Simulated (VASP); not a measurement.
Input of a VASP 6.6.1 run:

The input INCAR:

```
SYSTEM = Mg
  PREC = Accurate
  ENCUT = 520
  EDIFF = 1E-6
  ISMEAR = 0
  SIGMA = 0.05
  LREAL = .False.
  LASPH = .True.
  NELM = 100
  ALGO = Normal
  ISIF = 2
  LWAVE = .False.
  LCHARG = .True.
  GGA = CA
  LELF = .True.
  LVHAR = .True.
  NBANDS = 9
```

The input KPOINTS:

```
Automatic mesh
0
Gamma
  16 16 8
  0 0 0
```

Contents of POSCAR:

```
Mg
1.0
    3.1395858144      0.0000000000      0.0000000000
   -1.5697929072      2.7189610726      0.0000000000
    0.0000000000      0.0000000000      5.0538072896
Mg
2
Direct
    0.3333333333      0.6666666667      0.7500000000
    0.6666666667      0.3333333333      0.2500000000
```

Potentials or basis: VASP PAW LDA potentials, release 64 (Mg).

Run with:

```sh
$ cat potpaw_LDA.64/Mg/POTCAR > POTCAR
$ mpirun -np 1 vasp_std > vasp.out
```

(1) Estimate the pressure.

(2) Estimate the band gap on the k mesh.

Results:

(1) -0.2 GPa.

(2) zero (band 2 reaches 3.80 eV, above the bottom of band 3 at 1.61 eV).
